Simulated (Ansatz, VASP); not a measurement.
**InP: VASP beside Ansatz**

```
CELL_PARAMETERS angstrom
0.00000 2.79721 2.79721
2.79721 0.00000 2.79721
2.79721 2.79721 0.00000
ATOMIC_POSITIONS crystal
In 0.00000 0.00000 0.00000
P 0.50000 0.50000 0.50000
```

Change from the starting cell: volume scaled by 0.9405, crystal datasets.

Alike in both runs: task electric field gradients; functional PBE; k mesh 11 × 11 × 11; occupations fermi-dirac, width 0.03 eV; no spin polarisation.

```csv
,VASP,Ansatz
version,VASP 6.6.1,Ansatz 0.2.0
potentials or method,"VASP PAW PBE potentials, release 64 (In_d, P), cutoff 520 eV","all-electron PAW with datasets made for the crystal, scalar-relativistic"
```

```tsv
	VASP	Ansatz	Ansatz less VASP
pressure (GPa)	-2.1	-2.1	+0.04
```

Ansatz ran all-electron here, and VASP with PAW potentials.
